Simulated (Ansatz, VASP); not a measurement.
One calculation of BiTe, two programs

```xyz
4
Lattice="4.2062 0.0000 0.0000 -2.1031 3.6426 0.0000 0.0000 0.0000 8.6790" Properties=species:S:1:pos:R:3 pbc="T T T"
Bi    0.0000    0.0000    0.0000
Bi    0.0000    2.4284    4.3395
Te    2.1031    1.2142    2.1697
Te    2.1031    1.2142    6.5092
```

Alike in both runs: functional PBE; k mesh 12 × 12 × 6; occupations gaussian, width 0.1 eV; no spin polarisation.

Ansatz relaxed the structure, and its values are those at the end. VASP's run is a single point on that final structure, the one shown.

|  | VASP | Ansatz |
| --- | --- | --- |
| version | VASP 6.6.1 | Ansatz 0.2.0 |
| potentials or method | VASP PAW PBE potentials, release 64 (Bi_d, Te), cutoff 520 eV | scalar-relativistic, plane waves, PAW |
| valence electrons in the cell | 42 | 62 |

|  | VASP | Ansatz | Ansatz less VASP |
| --- | --- | --- | --- |
| gap on the k mesh at the Fermi level (eV) | none | none | - |
| pressure (GPa) | 0.0 | 0.0 | +0.05 |

A gap of «none» marks a metal or a gap that the smearing closes. VASP's potentials hold 42 valence electrons a cell and Ansatz's 62, so a difference there can come from the potentials and not from the codes.

Spin-orbit coupling is off throughout.
